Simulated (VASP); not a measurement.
# BaTiO3 in VASP: settings compared

BaTiO3 is run at these levels: LDA+U, LDA; tasks: single point.

Program: VASP 6.6.1. These are calculated values, not measurements. Logs are shortened: lines on timing, memory, paths and dates and some standing lists are left out, and cuts for length are marked.

### 1 The cell of the first run

The typed cell holds 10 atoms: a = 3.947 Å, b = 5.582 Å, c = 5.582 Å, α = 90.00°, β = 90.00°, γ = 90.00°.

### 2 Single point, LDA+U

Contents of INCAR:

```
SYSTEM = BaTiO3
PREC     = Accurate       ! precision mode
ENCUT    = 600            ! plane-wave cutoff, eV
EDIFF    = 1E-6           ! SCF threshold, eV
ISMEAR   = -1             ! smearing method
SIGMA    = 0.05           ! smearing width, eV
LREAL    = .FALSE.        ! projectors in reciprocal space
LASPH    = .TRUE.         ! aspherical terms in the spheres
NELM     = 200            ! most SCF steps
ALGO     = Normal         ! electronic algorithm
ISIF     = 2              ! what is computed and relaxed
LWAVE    = .FALSE.        ! write WAVECAR
LCHARG   = .TRUE.         ! write CHGCAR
LMAXMIX  = 4              ! l up to which the mixer works
LDAU     = .TRUE.         ! DFT+U
LDAUTYPE = 2            
LDAUL    = -1 2 -1        ! shell
LDAUU    = 0 5 0          ! U, eV
LDAUJ    = 0 0 0        
LDAUPRINT= 1            
LVHAR    = .TRUE.       
NBANDS   = 51             ! bands
GGA_COMPAT= .FALSE.      
KPAR     = 4
```

Contents of KPOINTS:

```
regular mesh
0
G
  7 5 5
  0 0 0
```

Contents of POSCAR:

```
BaTiO3
1.0
   -0.0000067899     -2.7910007033     -2.7910075881
   -3.9470558972      2.7909524112     -2.7909689503
    3.9470191937      2.7909361747     -2.7909337522
Ba Ti O
2 2 6
Direct
    0.0007626004      0.5003661203      0.5003748709
    1.0007633905      1.0003894706      0.0003899164
    0.5006917012      0.0003863271      0.5003951091
    0.5008382131      0.5003984957      1.0003896335
    0.5007573762      0.2503529529      0.2503605125
    0.5007551714      0.7503933828      0.7503816227
    0.5007466476      0.7503552404      0.2503828443
    0.5007427291      0.2503897243      0.7503567188
    0.0007930043      0.0003665083      0.5003715305
    1.0007091662      0.5003817775      1.0003772413
```

Potentials or basis: VASP PAW LDA potentials, release 64 (Ba_sv, Ti_sv, O).

Started as:

```console
$ cat potpaw_LDA.64/Ba_sv/POTCAR potpaw_LDA.64/Ti_sv/POTCAR potpaw_LDA.64/O/POTCAR > POTCAR
$ mpirun -np 4 vasp_std > vasp.out
```

OUTCAR:

```text
SYSTEM = BaTiO3
   PREC = Accurate
   ENCUT = 600
   EDIFF = 1E-6
   ISMEAR = -1
   LREAL = .FALSE.
   LASPH = .TRUE.
   NELM = 200
   ISIF = 2

 ion  position               nearest neighbor table
   1  0.001  0.500  0.500-   8 2.79   7 2.79   8 2.79  10 2.79  10 2.79   9 2.79   9 2.79   7 2.79
                             5 2.79   6 2.79   5 2.79   6 2.79   4 3.42   3 3.42   4 3.42   3 3.42
   2  0.001  0.000  0.000-   5 2.79   5 2.79   9 2.79  10 2.79   6 2.79   6 2.79   7 2.79  10 2.79
                             8 2.79   9 2.79   7 2.79   8 2.79   3 3.42   4 3.42   3 3.42   4 3.42
   3  0.501  0.000  0.500-   9 1.97   8 1.97   6 1.97   5 1.97   7 1.97   9 1.97   1 3.42   2 3.42
                             2 3.42   1 3.42   1 3.42   2 3.42   2 3.42   1 3.42
   4  0.501  0.500  0.000-  10 1.97   7 1.97   6 1.97   5 1.97   8 1.97  10 1.97   1 3.42   2 3.42
                             2 3.42   1 3.42   1 3.42   2 3.42   1 3.42   2 3.42
   5  0.501  0.250  0.250-   3 1.97   4 1.97   2 2.79   2 2.79   1 2.79   1 2.79
   6  0.501  0.750  0.750-   3 1.97   4 1.97   2 2.79   2 2.79   1 2.79   1 2.79
   7  0.501  0.750  0.250-   4 1.97   3 1.97   1 2.79   1 2.79   2 2.79   2 2.79
   8  0.501  0.250  0.750-   3 1.97   4 1.97   1 2.79   1 2.79   2 2.79   2 2.79
   9  0.001  0.000  0.500-   3 1.97   3 1.97   2 2.79   1 2.79   1 2.79   2 2.79
  10  0.001  0.500  0.000-   4 1.97   4 1.97   2 2.79   1 2.79   1 2.79   2 2.79

  LATTYP: Found a simple orthorhombic cell.
 ALAT       =     3.9470759155
 B/A-ratio  =     1.4141858734
 C/A-ratio  =     1.4141989642

  Lattice vectors:

 A1 = (  -0.0000067899,  -2.7910007033,  -2.7910075881)
 A2 = (  -3.9470191937,  -2.7909361747,   2.7909337522)
 A3 = (  -3.9470558972,   2.7909524112,  -2.7909689503)

Analysis of symmetry for initial positions (statically):
=====================================================================
 Subroutine PRICEL returns:
 Original cell was already a primitive cell.

 Routine SETGRP: Setting up the symmetry group for a
 simple orthorhombic supercell.

 Subroutine GETGRP returns: Found  1 space group operations
 (whereof  1 operations were pure point group operations)
 out of a pool of  8 trial point group operations.

The static configuration has the point symmetry C_1 .

Analysis of symmetry for dynamics (positions and initial velocities):
=====================================================================
 Subroutine PRICEL returns:
 Original cell was already a primitive cell.

 Routine SETGRP: Setting up the symmetry group for a
 simple orthorhombic supercell.

 Subroutine GETGRP returns: Found  1 space group operations
 (whereof  1 operations were pure point group operations)
 out of a pool of  8 trial point group operations.

The dynamic configuration has the point symmetry C_1 .

 Subroutine INISYM returns: Found  1 space group operations
 (whereof  1 operations are pure point group operations),
 and found     1 'primitive' translations

----------------------------------------------------------------------------------------

                                     Primitive cell

  volume of cell :     122.9825

  direct lattice vectors                    reciprocal lattice vectors
    -0.000006790 -2.791000703 -2.791007588     0.000000430 -0.179147219 -0.179146766
    -3.947055897  2.790952411 -2.790968950    -0.126676701  0.089575152 -0.089574623
     3.947019194  2.790936175 -2.790933752     0.126677869  0.089575677 -0.089575764

  length of vectors
     3.947075915  5.581950671  5.581899001     0.253352107  0.179148842  0.179150501

  position of ions in fractional coordinates (direct lattice)
[... 151 lines left out ...]
  0.0000  0.2458 -0.0000 -0.0000  0.0000
 -0.0000 -0.0000  0.1398  0.0000 -0.0612
  0.0000 -0.0000  0.0000  0.1045 -0.0000
  0.0000  0.0000 -0.0612 -0.0000  0.2105

 occupancies and eigenvectors

  o =  0.1045  v = -0.7058  0.0001 -0.0008  0.7084 -0.0004  0.0000  0.0000  0.0000  0.0000  0.0000      0.0000  0.0000  0.0000  0.0000  0.0000  0.0000  0.0000  0.0000  0.0000  0.0000
  o =  0.1045  v =  0.0000  0.0000  0.0000  0.0000  0.0000 -0.7058  0.0001 -0.0008  0.7084 -0.0004      0.0000  0.0000  0.0000  0.0000  0.0000  0.0000  0.0000  0.0000  0.0000  0.0000
  o =  0.1045  v =  0.0150 -0.0000  0.8658  0.0162  0.4999  0.0000  0.0000  0.0000  0.0000  0.0000      0.0000  0.0000  0.0000  0.0000  0.0000  0.0000  0.0000  0.0000  0.0000  0.0000
  o =  0.1045  v =  0.0000  0.0000  0.0000  0.0000  0.0000  0.0150 -0.0000  0.8658  0.0162  0.4999      0.0000  0.0000  0.0000  0.0000  0.0000  0.0000  0.0000  0.0000  0.0000  0.0000
  o =  0.1045  v =  0.0000  0.0000  0.0000  0.0000  0.0000  0.7082 -0.0000 -0.0191  0.7056 -0.0110      0.0000  0.0000  0.0000  0.0000  0.0000  0.0000  0.0000  0.0000  0.0000  0.0000
  o =  0.1045  v =  0.7082 -0.0000 -0.0191  0.7056 -0.0110  0.0000  0.0000  0.0000  0.0000  0.0000      0.0000  0.0000  0.0000  0.0000  0.0000  0.0000  0.0000  0.0000  0.0000  0.0000
  o =  0.2458  v = -0.0000 -0.9379 -0.1735  0.0000  0.3005  0.0000  0.0000  0.0000  0.0000  0.0000      0.0000  0.0000  0.0000  0.0000  0.0000  0.0000  0.0000  0.0000  0.0000  0.0000
  o =  0.2458  v =  0.0000  0.0000  0.0000  0.0000  0.0000 -0.0000 -0.9379 -0.1735  0.0000  0.3005      0.0000  0.0000  0.0000  0.0000  0.0000  0.0000  0.0000  0.0000  0.0000  0.0000
  o =  0.2458  v =  0.0000  0.0000  0.0000  0.0000  0.0000  0.0001  0.3470 -0.4689 -0.0001  0.8122      0.0000  0.0000  0.0000  0.0000  0.0000  0.0000  0.0000  0.0000  0.0000  0.0000
  o =  0.2458  v =  0.0001  0.3470 -0.4689 -0.0001  0.8122  0.0000  0.0000  0.0000  0.0000  0.0000      0.0000  0.0000  0.0000  0.0000  0.0000  0.0000  0.0000  0.0000  0.0000  0.0000

atom =   4  type =  2  l = 2

 onsite density matrix

spin component  1

  0.1045 -0.0000  0.0000  0.0000 -0.0000
 -0.0000  0.2458 -0.0000  0.0000  0.0000
  0.0000 -0.0000  0.1398 -0.0000 -0.0612
  0.0000  0.0000 -0.0000  0.1045  0.0000
 -0.0000  0.0000 -0.0612  0.0000  0.2105

spin component  2

  0.1045 -0.0000  0.0000  0.0000 -0.0000
 -0.0000  0.2458 -0.0000  0.0000  0.0000
  0.0000 -0.0000  0.1398 -0.0000 -0.0612
  0.0000  0.0000 -0.0000  0.1045  0.0000
 -0.0000  0.0000 -0.0612  0.0000  0.2105

 occupancies and eigenvectors

  o =  0.1045  v = -0.7102 -0.0000 -0.0047  0.7040 -0.0028  0.0000  0.0000  0.0000  0.0000  0.0000      0.0000  0.0000  0.0000  0.0000  0.0000  0.0000  0.0000  0.0000  0.0000  0.0000
  o =  0.1045  v =  0.0000  0.0000  0.0000  0.0000  0.0000 -0.7102 -0.0000 -0.0047  0.7040 -0.0028      0.0000  0.0000  0.0000  0.0000  0.0000  0.0000  0.0000  0.0000  0.0000  0.0000
  o =  0.1045  v =  0.7040 -0.0000  0.0014  0.7102  0.0008  0.0000  0.0000  0.0000  0.0000  0.0000      0.0000  0.0000  0.0000  0.0000  0.0000  0.0000  0.0000  0.0000  0.0000  0.0000
  o =  0.1045  v =  0.0000  0.0000  0.0000  0.0000  0.0000  0.7040 -0.0000  0.0014  0.7102  0.0008      0.0000  0.0000  0.0000  0.0000  0.0000  0.0000  0.0000  0.0000  0.0000  0.0000
  o =  0.1045  v = -0.0050  0.0000  0.8660  0.0027  0.5000  0.0000  0.0000  0.0000  0.0000  0.0000      0.0000  0.0000  0.0000  0.0000  0.0000  0.0000  0.0000  0.0000  0.0000  0.0000
  o =  0.1045  v =  0.0000  0.0000  0.0000  0.0000  0.0000 -0.0050  0.0000  0.8660  0.0027  0.5000      0.0000  0.0000  0.0000  0.0000  0.0000  0.0000  0.0000  0.0000  0.0000  0.0000
  o =  0.2458  v = -0.0000 -0.6388 -0.3847  0.0000  0.6663  0.0000  0.0000  0.0000  0.0000  0.0000      0.0000  0.0000  0.0000  0.0000  0.0000  0.0000  0.0000  0.0000  0.0000  0.0000
  o =  0.2458  v =  0.0000  0.0000  0.0000  0.0000  0.0000 -0.0000 -0.6388 -0.3847  0.0000  0.6663      0.0000  0.0000  0.0000  0.0000  0.0000  0.0000  0.0000  0.0000  0.0000  0.0000
  o =  0.2458  v =  0.0000  0.0000  0.0000  0.0000  0.0000  0.0001 -0.7694  0.3194 -0.0001 -0.5532      0.0000  0.0000  0.0000  0.0000  0.0000  0.0000  0.0000  0.0000  0.0000  0.0000
  o =  0.2458  v =  0.0001 -0.7694  0.3194 -0.0001 -0.5532  0.0000  0.0000  0.0000  0.0000  0.0000      0.0000  0.0000  0.0000  0.0000  0.0000  0.0000  0.0000  0.0000  0.0000  0.0000

 number of electron      79.9999998 magnetization

 Free energy of the ion-electron system (eV)
  ---------------------------------------------------
  ext. energy  EPLUGINS =         0.00000000
  ---------------------------------------------------
  free energy    TOTEN  =       -81.47407091 eV

  energy without entropy =      -81.47407091  energy(sigma->0) =      -81.47407091

 E-fermi :   5.0858     XC(G=0): -11.9589

 val. band max:        4.0265739609   @ k =   0.4286   0.0000  -0.0000
 cond. band min:       6.3663112388   @ k =   0.0000   0.0000   0.0000
 fundamental gap:      2.3397372779
 Fermi energy:         5.0858021457

 k-point     1 :       0.0000    0.0000    0.0000
  band No.  band energies     occupation
      1     -52.9991      2.00000
      2     -52.9966      2.00000
      3     -29.6325      2.00000
      4     -29.6325      2.00000
      5     -29.5810      2.00000
      6     -29.5810      2.00000
[... 1285 lines left out ...]
     50      10.6054      0.00000
     51      10.7229      0.00000

 [... further k-points ...]

------------------------ aborting loop because EDIFF is reached ----------------------------------------

  FORCE on cell =-STRESS in cart. coord.  units (eV):
  Direction    XX          YY          ZZ          XY          YZ          ZX
  --------------------------------------------------------------------------------------
  -------------------------------------------------------------------------------------
  Total        3.8726886      3.8726092      3.8721471      0.0004256     -0.0023588     -0.0009198
  in kB       50.4521535     50.4511192     50.4450994      0.0055444     -0.0307301     -0.0119831
  external PRESSURE =      50.4494573 kB  Pullay stress =       0.0000000 kB

 VOLUME and BASIS-vectors are now :
 -----------------------------------------------------------------------------
  energy-cutoff  :      600.00
  volume of cell :      122.98
      direct lattice vectors                 reciprocal lattice vectors
    -0.000006790 -2.791000703 -2.791007588     0.000000430 -0.179147219 -0.179146766
    -3.947055897  2.790952411 -2.790968950    -0.126676701  0.089575152 -0.089574623
     3.947019194  2.790936175 -2.790933752     0.126677869  0.089575677 -0.089575764

 POSITION                                       TOTAL-FORCE (eV/Angst)
 -----------------------------------------------------------------------------------
      0.00002      2.79088     -2.79515        -0.000225      0.000662     -0.000435
      0.00000      0.00004     -0.00431        -0.000094     -0.000102      0.000384
      1.97354      0.00022     -2.79508        -0.000212     -0.002688     -0.001245
     -1.97357     -0.00016     -2.79553         0.000285      0.001495      0.003093
      0.00002     -0.00015     -2.79508        -0.000684      0.000349     -0.000268
     -0.00008      2.79097     -5.58620         0.000885     -0.000169      0.000147
     -1.97343      1.39542     -4.19061        -0.000267      0.000430     -0.000649
      1.97337      1.39545     -4.19060         0.000352      0.000304     -0.000668
      1.97353      1.39531     -1.39974         0.000005      0.002225      0.001877
     -1.97355      1.39562     -1.39958        -0.000045     -0.002506     -0.002235
 -----------------------------------------------------------------------------------
    total drift:                                0.000016     -0.000424      0.000197

  FREE ENERGIE OF THE ION-ELECTRON SYSTEM (eV)
  ---------------------------------------------------
  free  energy   TOTEN  =       -81.4740709078 eV

  energy  without entropy=      -81.4740709077  energy(sigma->0) =      -81.47407091
```

It took 4.3 min on 4 MPI ranks of AMD EPYC 7R43 (Zen 3), shared host; peak memory 0.58 GiB.

What came out:

| Property | Result |
| --- | --- |
| Free energy | -81.4741 eV |
| Pressure | 5.0 GPa |
| Largest force | 0.003 eV/Å |
| Band gap on the k mesh | 2.34 eV |

Forces in eV/Å, atoms in the order of the input:
```
Ba   0.000  0.001  0.000
Ba   0.000  0.000  0.000
Ti   0.000 -0.003 -0.001
Ti   0.000  0.001  0.003
O   -0.001  0.000  0.000
O    0.001  0.000  0.000
O    0.000  0.000 -0.001
O    0.000  0.000 -0.001
O    0.000  0.002  0.002
O    0.000 -0.003 -0.002
```

Eigenvalues of the final occupation matrices:
```
    site  spin  trace               eigenvalues
site 3 d     1   0.81  0.10 0.10 0.10 0.25 0.25
site 3 d     2   0.81  0.10 0.10 0.10 0.25 0.25
site 4 d     1   0.81  0.10 0.10 0.10 0.25 0.25
site 4 d     2   0.81  0.10 0.10 0.10 0.25 0.25
```

Caveat: the cell stands under pressure; spin-orbit coupling is left out, which moves the levels of the heavy elements; an odd mesh through Γ misses points on the zone boundary, where band edges can lie.

### 3 Single point, LDA

Contents of INCAR:

```
SYSTEM = BaTiO3
ALGO     = Normal         ! electronic algorithm
EDIFF    = 1E-6           ! SCF threshold, eV
ENCUT    = 600            ! plane-wave cutoff, eV
GGA_COMPAT= .FALSE.      
ISIF     = 2              ! what is computed and relaxed
ISMEAR   = -1             ! smearing method
LASPH    = .TRUE.         ! aspherical terms in the spheres
LCHARG   = .FALSE.        ! write CHGCAR
LREAL    = .FALSE.        ! projectors in reciprocal space
LWAVE    = .FALSE.        ! write WAVECAR
NBANDS   = 51             ! bands
NELM     = 120            ! most SCF steps
PREC     = Accurate       ! precision mode
SIGMA    = 0.05           ! smearing width, eV
```

Contents of KPOINTS:

```
k-points
0
G
  7 5 5
  0 0 0
```

Contents of POSCAR:

```
BaTiO3
1.0
    0.0023529935     -2.7909426436     -2.7875222303
   -3.9469957158      2.7951338394     -2.7884063651
    3.9421728376      2.7884430951     -2.7883245416
Ba Ti O
2 2 6
Direct
    0.0054475862      0.4956127310      0.5003104287
    1.0054484480      0.9956008680      0.0003145068
    0.5141401414     -0.0131740883      0.5002194605
    0.5140837418      0.4868190306      1.0002174493
    0.4961162193      0.2571729800      0.2483346089
    0.4961165386      0.7571657596      0.7483309110
    0.4961590630      0.7572186009      0.2526029925
    0.4961614316      0.2572085954      0.7526033856
   -0.0080745109      0.0050793218      0.5004240327
    0.9919613408      0.5050762011      1.0004222239
```

Potentials or basis: VASP PAW LDA potentials, release 64 (Ba_sv, Ti_sv, O).

Started as:

```console
$ cat potpaw_LDA.64/Ba_sv/POTCAR potpaw_LDA.64/Ti_sv/POTCAR potpaw_LDA.64/O/POTCAR > POTCAR
$ mpirun -np 1 vasp_std > vasp.out
```

Wall time 9.1 min (1 thread of Intel Xeon Platinum 8559C (Emerald Rapids), shared host); peak memory 0.6 GiB.

The run converged. Its results:

| Quantity | Value |
| --- | --- |
| Free energy | -88.3314 eV |
| Pressure | 2.3 GPa |
| Largest force | 0.087 eV/Å |
| Band gap on the k mesh | 2.10 eV |

Forces in eV/Å, atoms in the order of the input:
```
Ba  -0.020  0.029 -0.001
Ba  -0.020  0.029 -0.001
Ti  -0.049  0.072 -0.001
Ti  -0.050  0.071 -0.002
O    0.053 -0.012  0.000
O    0.053 -0.012  0.000
O    0.008 -0.045  0.033
O    0.008 -0.044  0.033
O    0.008 -0.044 -0.032
O    0.008 -0.043 -0.031
```

Levels at points of the mesh, in eV from the valence-band top:
```csv
k point,band 38,band 39,band 40,band 41,band 42,band 43
"(0.00, 0.00, 0.00)",-0.23,-0.23,-0.09,2.10,2.10,2.21
```

Caveat: spin-orbit coupling is left out, which moves the levels of the heavy elements; an odd mesh through Γ misses points on the zone boundary, where band edges can lie.
